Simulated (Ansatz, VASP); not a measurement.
**Be3TeO2 in VASP and in Ansatz**

```
Be Te O
1.0
     2.40140   -6.75625    0.00000
     2.40140    6.75625    0.00000
     0.00000    0.00000    2.55849
Be Te O
3 1 2
Direct
  0.75284 0.24716 0.00000
  0.24716 0.75284 0.00000
  0.50000 0.50000 0.50000
  0.00000 0.00000 0.00000
  0.50000 0.00000 0.50000
  0.00000 0.50000 0.50000
```

Change from the starting cell: species swapped into the LaAl2Ag3 type (Cmmm, No. 65).

Alike in both runs: functional PBE; k mesh 8 × 8 × 14; occupations gaussian, width 0.1 eV; no spin polarisation.

Ansatz relaxed the structure, and its values are those at the end. VASP's run is a single point on that final structure, the one shown.

|  | VASP | Ansatz |
| --- | --- | --- |
| version | VASP 6.6.1 | Ansatz 0.2.0 |
| potentials or method | VASP PAW PBE potentials, release 64 (Be, Te, O), cutoff 520 eV | scalar-relativistic, plane waves, PAW |
| valence electrons in the cell | 24 | 34 |

VASP gave:

- gap on the k mesh at the Fermi level (eV): none
- pressure (GPa): 0.2

Question: Estimate Ansatz's values.

Answer: gap on the k mesh at the Fermi level (eV): none; pressure (GPa): 0.0.

A gap of «none» marks a metal or a gap that the smearing closes. VASP's potentials hold 24 valence electrons a cell and Ansatz's 34, so a difference there can come from the potentials and not from the codes.

Neither program's run includes spin-orbit coupling.
